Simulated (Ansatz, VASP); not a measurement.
# Cd in VASP and in Ansatz

```
Cd
1.0
     5.53688    0.00000    0.00000
     0.00000    5.53688    0.00000
     0.00000    0.00000    5.53688
Cd
8
Cartesian
  2.7684 2.7684 2.7684
  0.0000 0.0000 0.0000
  1.3842 0.0000 2.7684
  2.7684 1.3842 0.0000
  2.7684 4.1527 0.0000
  4.1527 0.0000 2.7684
  0.0000 2.7684 4.1527
  0.0000 2.7684 1.3842
```

Alike in both runs: functional PBEsol; k mesh 8 × 8 × 8; occupations gaussian, width 0.1 eV; no spin polarisation.

Ansatz relaxed the structure, and its values are those at the end. VASP's run is a single point on that final structure, the one shown.

|  | VASP | Ansatz |
| --- | --- | --- |
| version | VASP 6.6.1 | Ansatz 0.2.0 |
| potentials or method | VASP PAW PBE potentials, release 64 (Cd), cutoff 520 eV | scalar-relativistic, plane waves, PAW |
| valence electrons in the cell | 96 | 160 |

Ansatz gave:

```
gap on the k mesh at the Fermi level (eV) : none
pressure (GPa)                            : 0.0
```

Q: What did VASP give for the same quantities?

A: gap on the k mesh at the Fermi level (eV): none; pressure (GPa): 0.4.

VASP's potentials were made for PBE, not for PBEsol. A gap of «none» marks a metal or a gap that the smearing closes. VASP's potentials hold 96 valence electrons a cell and Ansatz's 160, so a difference there can come from the potentials and not from the codes.
